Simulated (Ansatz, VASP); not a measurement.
Two plane-wave programs on Ca3Bi

```
Ca Bi
1.0
     6.87116    0.00000    0.00000
    -3.43558    5.95060    0.00000
     0.00000    0.00000    3.36527
Ca Bi
3 1
Direct
  0.00000 0.50000 0.50000
  0.50000 0.50000 0.50000
  0.50000 0.00000 0.50000
  0.00000 0.00000 0.00000
```

Alike in both runs: functional PBE; k mesh 3 × 3 × 6; occupations gaussian, width 0.1 eV; no spin polarisation.

Ansatz relaxed the structure, and its values are those at the end. VASP's run is a single point on that final structure, the one shown.

|  | VASP | Ansatz |
| --- | --- | --- |
| version | VASP 6.6.1 | Ansatz 0.2.0 |
| potentials or method | VASP PAW PBE potentials, release 64 (Ca_sv, Bi_d), cutoff 520 eV | scalar-relativistic, plane waves, PAW |
| valence electrons in the cell | 45 | 45 |

|  | VASP | Ansatz | Ansatz less VASP |
| --- | --- | --- | --- |
| gap on the k mesh at the Fermi level (eV) | none | none | - |
| pressure (GPa) | 0.0 | 0.0 | -0.01 |

A gap of «none» marks a metal or a gap that the smearing closes.

Spin-orbit coupling is off throughout.
